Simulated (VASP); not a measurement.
Runs of VASP 6.6.1 on InAs2. The structure is that of space group P-3m1 (No. 164), or close to it. The cells are those of the table. 

```tsv
task	cell	k mesh	cutoff (eV)	gap on the mesh (eV)	pressure (GPa)	largest force (eV/Å)
single point	a = 3.866, b = 3.866, c = 5.407 Å, angles 90.0, 90.0, 120.0°, 3 atoms	6 × 6 × 4	520	none	0.1	0.02
single point	a = 3.739, b = 3.739, c = 6.000 Å, angles 90.0, 90.0, 120.0°, 3 atoms	6 × 6 × 4	520	none	(a)	1.54
single point	a = 3.865, b = 3.865, c = 5.468 Å, angles 90.0, 90.0, 120.0°, 3 atoms	12 × 12 × 10	520	none	0.1	0.02
relaxation of cell and atoms	relaxed from a = 3.739, b = 3.739, c = 6.000 Å, angles 90.0, 90.0, 120.0°, 3 atoms	6 × 6 × 4	600	none	0.1	0.02
```

Alike in all rows: level PBE; potentials or basis VASP PAW PBE potentials, release 64 (In_d, As); no spin polarisation; smearing gaussian 0.1 eV.

Question: Estimate the missing entries.

Answer: (a) 9.2.

Caveats: spin-orbit coupling is left out, which moves the levels of the heavy elements; this functional lacks dispersion, which binds the layers, so the pressure and a relaxed spacing across them are unreliable (some runs); forces of over 1 eV/Å act on the atoms, so gaps and moduli don't describe the material at rest (some runs).

A k mesh can miss the band edges, and the runs leave out spin-orbit coupling on As, In.

A gap of «none» marks levels without a gap at the run's occupations.
